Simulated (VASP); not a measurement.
# Ag (Fm-3m) in VASP: settings compared

Ag is run at these levels: PBEsol, PBEsol+U; tasks: single point.

Everything below comes from runs of VASP 6.6.1. Logs are shortened: lines on timing, memory, paths and dates and some standing lists are left out, and cuts for length are marked.

### Step 1. The cell of the first run

It takes space group Fm-3m (No. 225, cubic). Conventional cell: a = 4.069 Å, b = 4.069 Å, c = 4.069 Å, α = 90.00°, β = 90.00°, γ = 90.00°. Ag (site symmetry m-3m) has 12 Ag at 2.88 Å within 3.8 Å.

### Step 2. Single point, PBEsol

Input file INCAR:

```
SYSTEM = Ag
PREC = Accurate
ENCUT = 520
EDIFF = 1E-7
ISMEAR = -1
SIGMA = 0.1
LREAL = .FALSE.
LASPH = .TRUE.
NELM = 100
ALGO = Normal
ISIF = 2
LWAVE = .FALSE.
LCHARG = .FALSE.
GGA = PS
NBANDS = 12
```

Input file KPOINTS:

```
regular mesh
0
G
  8 8 8
  0 0 0
```

Input file POSCAR:

```
Ag
1.0
    0.0000000000      2.0342650000      2.0342650000
    2.0342650000      0.0000000000      2.0342650000
    2.0342650000      2.0342650000      0.0000000000
Ag
1
Direct
    0.0000000000      0.0000000000      0.0000000000
```

Potentials or basis: VASP PAW PBE potentials, release 64 (Ag).

Started as:

```
> cat potpaw_PBE.64/Ag/POTCAR > POTCAR
> mpirun -np 1 vasp_std > vasp.out
```

OUTCAR:

```text
SYSTEM = Ag
   PREC = Accurate
   ENCUT = 520
   EDIFF = 1E-7
   ISMEAR = -1
   LREAL = .FALSE.
   LASPH = .TRUE.
   NELM = 100
   ISIF = 2
   GGA = PS

 ion  position               nearest neighbor table
   1  0.000  0.000  0.000-

  LATTYP: Found a face centered cubic cell.
 ALAT       =     4.0685300000

  Lattice vectors:

 A1 = (   0.0000000000,   2.0342650000,   2.0342650000)
 A2 = (   2.0342650000,   0.0000000000,   2.0342650000)
 A3 = (   2.0342650000,   2.0342650000,   0.0000000000)

Analysis of symmetry for initial positions (statically):
=====================================================================
 Subroutine PRICEL returns:
 Original cell was already a primitive cell.

 Routine SETGRP: Setting up the symmetry group for a
 face centered cubic supercell.

 Subroutine GETGRP returns: Found 48 space group operations
 (whereof 48 operations were pure point group operations)
 out of a pool of 48 trial point group operations.

The static configuration has the point symmetry O_h .

Analysis of symmetry for dynamics (positions and initial velocities):
=====================================================================
 Subroutine PRICEL returns:
 Original cell was already a primitive cell.

 Routine SETGRP: Setting up the symmetry group for a
 face centered cubic supercell.

 Subroutine GETGRP returns: Found 48 space group operations
 (whereof 48 operations were pure point group operations)
 out of a pool of 48 trial point group operations.

The dynamic configuration has the point symmetry O_h .

 Subroutine INISYM returns: Found 48 space group operations
 (whereof 48 operations are pure point group operations),
 and found     1 'primitive' translations

----------------------------------------------------------------------------------------

                                     Primitive cell

  volume of cell :      16.8365

  direct lattice vectors                    reciprocal lattice vectors
     0.000000000  2.034265000  2.034265000    -0.245789020  0.245789020  0.245789020
     2.034265000  0.000000000  2.034265000     0.245789020 -0.245789020  0.245789020
     2.034265000  2.034265000  0.000000000     0.245789020  0.245789020 -0.245789020

  length of vectors
     2.876885152  2.876885152  2.876885152     0.425719070  0.425719070  0.425719070

  position of ions in fractional coordinates (direct lattice)
     0.000000000  0.000000000  0.000000000

  ion indices of the primitive-cell ions
   primitive index   ion index
[... 75 lines left out ...]
   EDIFFG = 0.1E-05   stopping-criterion for IOM
   NSW    =      0    number of steps for IOM
   IBRION =     -1    ionic relax: 0-MD 1-quasi-New 2-CG
   NFREE  =      0    steps in history (QN), initial steepest desc. (CG)
   ISIF   =      2    stress and relaxation
   ISYM   =      2    0-nonsym 1-usesym 2-fastsym
   POTIM  = 0.5000    time-step for ionic-motion
   TEBEG  =    0.0;   TEEND  =   0.0 temperature during run
   PSTRESS=    0.0 pullay stress
   NELECT =      11.0000    total number of electrons
   NUPDOWN=      -1.0000    fix difference up-down
   EMIN   =  10.00;   EMAX   =-10.00  energy-range for DOS
   EFERMI =   0.00;   METHOD = LEGACY
   ISMEAR =    -1;   SIGMA  =   0.10  broadening in eV -4-tet -1-fermi 0-gaus
   EFERMI_NEDOS =   21; number of points for ismear=-14 and -15
   IALGO  =     38    algorithm
   IMIX   =      4    mixing-type and parameters
     AMIX     =   0.40;   BMIX     =  1.00
     AMIX_MAG =   1.60;   BMIX_MAG =  1.00
  volume/ion in A,a.u.               =      16.84       113.62
  Fermi-wavevector in a.u.,A,eV,Ry     =   1.420545  2.684440 27.455834  2.017947
  Thomas-Fermi vector in A             =   2.541449
   LORBIT       =      0    0 simple, 1 ext, 2 COOP (PROOUT), +10 PAW based schemes
   GGA     = PS    functional components
   LHFCALC =     F    Hartree Fock is set to
   AEXX    =    0.0000 exact exchange contribution
   IVDW    =     0    specifies the selected vdW correction
   LEPSILON=     F    determine dielectric tensor
   LRPA    =     F    only Hartree local field effects (RPA)
 non-spin polarized calculation
  energy-cutoff  :      520.00
  volume of cell :       16.84
 maximum number of plane-waves:       469
 NGX is ok and might be reduce to    24
   NGX = 11   NGY = 11   NGZ = 11

 number of electron      11.0000000 magnetization

 Free energy of the ion-electron system (eV)
  ---------------------------------------------------
  ext. energy  EPLUGINS =         0.00000000
  ---------------------------------------------------
  free energy    TOTEN  =        -3.28381202 eV

  energy without entropy =       -3.27146451  energy(sigma->0) =       -3.27763827

 E-fermi :   8.2976     XC(G=0): -12.4865

 val. band max:        8.1347363425   @ k =   0.5000   0.2500   0.1250
 cond. band min:       8.6134376153   @ k =   0.5000   0.3750   0.1250
 fundamental gap:      0.4787012729
 Fermi energy:         8.2976310333

 k-point     1 :       0.0000    0.0000    0.0000
  band No.  band energies     occupation
      1       0.4841      2.00000
      2       3.5981      2.00000
      3       3.5981      2.00000
      4       3.5981      2.00000
      5       4.6694      2.00000
      6       4.6694      2.00000
      7      24.4199      0.00000
      8      28.0681      0.00000
      9      28.0681      0.00000
     10      28.0681      0.00000
     11      32.9183      0.00000
     12      34.1296      0.00000
[... 331 lines left out ...]
 k-point    24 :      -0.3750    0.2500    0.1250
  band No.  band energies     occupation
      1       2.6234      2.00000
      2       3.1296      2.00000
      3       4.0260      2.00000
      4       4.2175      2.00000
      5       5.4079      2.00000
      6      10.6796      0.00000
      7      12.3937      0.00000
      8      20.8873      0.00000
      9      21.0416      0.00000
     10      26.9583      0.00000
     11      31.7834      0.00000
     12      35.8276      0.00000

 [... further k-points ...]
[... 5 lines left out ...]
  --------------------------------------------------------------------------------------
  -------------------------------------------------------------------------------------
  Total       -0.0876344     -0.0876344     -0.0876344      0.0000000      0.0000000      0.0000000
  in kB       -8.3393562     -8.3393562     -8.3393562      0.0000000      0.0000000      0.0000000
  external PRESSURE =      -8.3393562 kB  Pullay stress =       0.0000000 kB

 VOLUME and BASIS-vectors are now :
 -----------------------------------------------------------------------------
  energy-cutoff  :      520.00
  volume of cell :       16.84
      direct lattice vectors                 reciprocal lattice vectors
     0.000000000  2.034265000  2.034265000    -0.245789020  0.245789020  0.245789020
     2.034265000  0.000000000  2.034265000     0.245789020 -0.245789020  0.245789020
     2.034265000  2.034265000  0.000000000     0.245789020  0.245789020 -0.245789020

 POSITION                                       TOTAL-FORCE (eV/Angst)
 -----------------------------------------------------------------------------------
      0.00000      0.00000      0.00000         0.000000      0.000000      0.000000
 -----------------------------------------------------------------------------------
    total drift:                               -0.000000      0.000000     -0.000000

  FREE ENERGIE OF THE ION-ELECTRON SYSTEM (eV)
  ---------------------------------------------------
  free  energy   TOTEN  =        -3.2838120221 eV

  energy  without entropy=       -3.2714645101  energy(sigma->0) =       -3.27763827
```

OSZICAR:

```text
N       E                     dE             d eps       ncg     rms          rms(c)
DAV:   1     0.500805380010E+02    0.50081E+02   -0.55576E+03   704   0.836E+02
DAV:   2    -0.292288218465E+01   -0.53003E+02   -0.50853E+02   828   0.194E+02
DAV:   3    -0.363293088000E+01   -0.71005E+00   -0.70970E+00   796   0.238E+01
DAV:   4    -0.363519983882E+01   -0.22690E-02   -0.22689E-02   836   0.139E+00
DAV:   5    -0.363521777985E+01   -0.17941E-04   -0.17940E-04   804   0.110E-01    0.580E+00
DAV:   6    -0.329810804222E+01    0.33711E+00   -0.13660E+00   744   0.103E+01    0.347E+00
DAV:   7    -0.328791731105E+01    0.10191E-01   -0.10571E-02   788   0.960E-01    0.197E+00
DAV:   8    -0.328380236842E+01    0.41149E-02   -0.74688E-04   768   0.185E-01    0.984E-02
DAV:   9    -0.328381072609E+01   -0.83577E-05   -0.10176E-05   788   0.234E-02    0.220E-02
DAV:  10    -0.328381223161E+01   -0.15055E-05   -0.24149E-06   812   0.124E-02    0.357E-03
DAV:  11    -0.328381205589E+01    0.17572E-06   -0.68510E-08   516   0.216E-03    0.615E-04
DAV:  12    -0.328381202212E+01    0.33767E-07   -0.63065E-09   416   0.664E-04
   1 F= -.32838120E+01 E0= -.32776383E+01  d E =-.123475E-01
```

Run time: 6.1 s. Hardware: 1 thread of Intel Xeon Platinum 8488C (Sapphire Rapids), shared host; peak memory 0.13 GiB.

Results:

```yaml
Free_energy: -3.2838 eV
Pressure: -0.8 GPa
```

Caveat: the PAW data sets were made with another functional, which shifts forces and pressure a little.

### Step 3. Single point, PBEsol

Input file INCAR:

```
PREC = Accurate
ENCUT = 520
EDIFF = 1E-6
ISMEAR = -1
SIGMA = 0.1
LREAL = F
LASPH = T
NELM = 80
ALGO = Normal
ISIF = 2
LWAVE = F
LCHARG = F
GGA = PS
NBANDS = 12
```

Input file KPOINTS:

```
Automatic mesh
0
Gamma
  8 8 8
```

POSCAR is that of step 2.

Potentials or basis: VASP PAW PBE potentials, release 64 (Ag).

Started as:

```
> cat potpaw_PBE.64/Ag/POTCAR > POTCAR
> mpirun -np 1 vasp_std > vasp.out
```

It took 5.7 s on 1 thread of Intel Xeon Platinum 8488C (Sapphire Rapids), shared host; peak memory 0.14 GiB.

It converged, with:

```
Free energy : -3.2838 eV
Pressure    : -0.8 GPa
```

Levels at points of the mesh, in eV from the Fermi level:
| k point | band 3 | band 4 | band 5 | band 6 | band 7 | band 8 | band 9 | band 10 |
| --- | --- | --- | --- | --- | --- | --- | --- | --- |
| (0.00, 0.00, 0.00) | -4.70 | -4.70 | -3.63 | -3.63 | 16.12 | 19.77 | 19.77 | 19.77 |
| (0.50, 0.00, 0.00) | -4.72 | -2.81 | -2.81 | -0.38 | 3.77 | 15.36 | 18.05 | 18.05 |
| (0.50, 0.50, 0.00) | -2.84 | -2.60 | -2.60 | 1.64 | 6.93 | 10.78 | 10.78 | 17.43 |

Caveat: the PAW data sets were made with another functional, which shifts forces and pressure a little.

### Step 4. Single point, PBEsol+U

Input file INCAR:

```
SYSTEM = Ag
PREC = Accurate
ENCUT = 520
EDIFF = 1E-7
ISMEAR = -1
SIGMA = 0.1
LREAL = .FALSE.
LASPH = .TRUE.
NELM = 150
ALGO = Normal
ISIF = 2
LWAVE = .FALSE.
LCHARG = .FALSE.
LMAXMIX = 4
LDAU = .TRUE.
LDAUTYPE = 2
LDAUL = 2
LDAUU = 6
LDAUJ = 0
LDAUPRINT = 1
GGA = PS
NBANDS = 12
```

Input file KPOINTS:

```
Automatic mesh
0
G
  8 8 8
  0 0 0
```

POSCAR is that of step 3.

Started as:

```
> cat potpaw_PBE.64/Ag/POTCAR > POTCAR
> mpirun -np 1 vasp_std > vasp.out
```

Wall time 5.5 s (1 thread of Intel Xeon Platinum 8488C (Sapphire Rapids), shared host); peak memory 0.14 GiB.

It converged, with:

```
Free energy : -1.4086 eV
Pressure    : -3.0 GPa
```

Levels at points of the mesh, in eV from the Fermi level:
| k point | band 4 | band 5 | band 6 | band 7 | band 8 | band 9 |
| --- | --- | --- | --- | --- | --- | --- |
| (0.00, 0.00, 0.00) | -6.40 | -5.39 | -5.39 | 16.68 | 20.32 | 20.32 |
| (0.50, 0.00, 0.00) | -4.55 | -4.55 | 0.17 | 3.64 | 15.87 | 18.67 |
| (0.50, 0.50, 0.00) | -4.33 | -4.33 | 2.23 | 6.77 | 11.37 | 11.37 |

Eigenvalues of the final occupation matrices:
```csv
site,spin,trace,eigenvalues
site 1 d,1,4.74,0.95 0.95 0.95 0.95 0.95
site 1 d,2,4.74,0.95 0.95 0.95 0.95 0.95
```

Caveat: the PAW data sets were made with another functional, which shifts forces and pressure a little; U without spin polarisation on a metal has little footing; the U is typed as a test and isn't derived for this compound.
